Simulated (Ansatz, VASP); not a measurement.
## NbRu3C in VASP and in Ansatz

```xyz
5
Lattice="4.0490 0.0000 0.0000 0.0000 4.0490 0.0000 0.0000 0.0000 4.0490" Properties=species:S:1:pos:R:3 pbc="T T T"
Nb    2.0245    2.0245    2.0245
Ru    0.0000    2.0245    0.0000
Ru    0.0000    0.0000    2.0245
Ru    2.0245    0.0000    0.0000
C     0.0000    0.0000    0.0000
```

Alike in both runs: functional PBE; k mesh 10 × 10 × 10; occupations gaussian, width 0.1 eV; no spin polarisation.

Ansatz relaxed the structure, and its values are those at the end. VASP's run is a single point on that final structure, the one shown.

```csv
,VASP,Ansatz
version,VASP 6.6.1,Ansatz 0.2.0
potentials or method,"VASP PAW PBE potentials, release 64 (Nb_sv, Ru_pv, C), cutoff 520 eV","scalar-relativistic, plane waves, PAW"
valence electrons in the cell,59,65
```

```tsv
	VASP	Ansatz	Ansatz less VASP
gap on the k mesh at the Fermi level (eV)	none	none	-
pressure (GPa)	-0.1	0.0	+0.10
```

A gap of «none» marks a metal or a gap that the smearing closes. VASP's potentials hold 59 valence electrons a cell and Ansatz's 65, so a difference there can come from the potentials and not from the codes.
